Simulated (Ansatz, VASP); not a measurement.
BRh3 in VASP and in Ansatz

File INCAR:

```
SYSTEM = BRh3
PREC     = Accurate       ! precision mode
ENCUT    = 520            ! plane-wave cutoff, eV
EDIFF    = 1E-6           ! SCF threshold, eV
ISMEAR   = 0              ! smearing method
SIGMA    = 0.1            ! smearing width, eV
LREAL    = .FALSE.        ! projectors in reciprocal space
LASPH    = .TRUE.         ! aspherical terms in the spheres
NELM     = 60             ! most SCF steps
ALGO     = Fast           ! electronic algorithm
ISIF     = 2              ! what is computed and relaxed
LWAVE    = .FALSE.        ! write WAVECAR
LCHARG   = .FALSE.        ! write CHGCAR
GGA      = PE             ! functional
NBANDS   = 32             ! bands
```

Contents of KPOINTS:

```
regular mesh
0
G
  12 12 12
  0 0 0
```

Contents of POSCAR:

```
BRh3
1.0
    3.6857235210      0.0000000000      0.0000000000
    0.0000000000      3.6857235210      0.0000000000
    0.0000000000      0.0000000000      3.6857235210
B Rh
1 3
Direct
    0.0000000000      0.0000000000      0.0000000000
    0.0000000000      0.5000000000      0.5000000000
    0.5000000000      0.0000000000      0.5000000000
    0.5000000000      0.5000000000      0.0000000000
```

Input for Ansatz:

```yaml
crystal:
  lattice:
    - [3.685723521, 0.0, 0.0]
    - [0.0, 3.685723521, 0.0]
    - [0.0, 0.0, 3.685723521]
  atoms:
    - { symbol: B, position: [0.0, 0.0, 0.0] }
    - { symbol: Rh, position: [0.0, 0.5, 0.5] }
    - { symbol: Rh, position: [0.5, 0.0, 0.5] }
    - { symbol: Rh, position: [0.5, 0.5, 0.0] }
basis:
  ecutwfc: 420
kpoints:
  mp_grid: { grid: [12, 12, 12] }
  band_path:
    path:
      - [[0.0, 0.0, 0.0], [0.0, 0.5, 0.0], [0.5, 0.5, 0.0], [0.0, 0.0, 0.0], [0.5, 0.5, 0.5], [0.0, 0.5, 0.0]]
      - [[0.5, 0.5, 0.5], [0.5, 0.5, 0.0]]
    npoints: 14
hamiltonian:
  xc: pbe
scf:
  occupations: { method: gaussian, width: 0.1 }
  n_extra_bands: 10
output:
  forces: true
  stress: true
  eigenvalues: true
  populations: true
  dos: { projected: true, de: 0.02, nscf_kmesh: { grid: [15, 15, 15] } }
  bader: true
  write_density: true
  write_potential: true
  elf: true
  volumetric_format: npy
```

Alike in both runs: task single point; functional PBE; k mesh 12 × 12 × 12; occupations gaussian, width 0.1 eV; no spin polarisation.

|  | VASP | Ansatz |
| --- | --- | --- |
| version | VASP 6.6.1 | Ansatz 0.2.0 |
| potentials or method | VASP PAW PBE potentials, release 64 (B, Rh_pv), cutoff 520 eV | scalar-relativistic, plane waves, PAW |
| valence electrons in the cell | 48 | 54 |

Ansatz gave:

- gap on the k mesh at the Fermi level (eV): none
- pressure (GPa): 0.0

Task: What did VASP give for the same quantities?

Result: gap on the k mesh at the Fermi level (eV): none; pressure (GPa): 0.1.

A gap of «none» marks a metal or a gap that the smearing closes. VASP's potentials hold 48 valence electrons a cell and Ansatz's 54, so a difference there can come from the potentials and not from the codes.
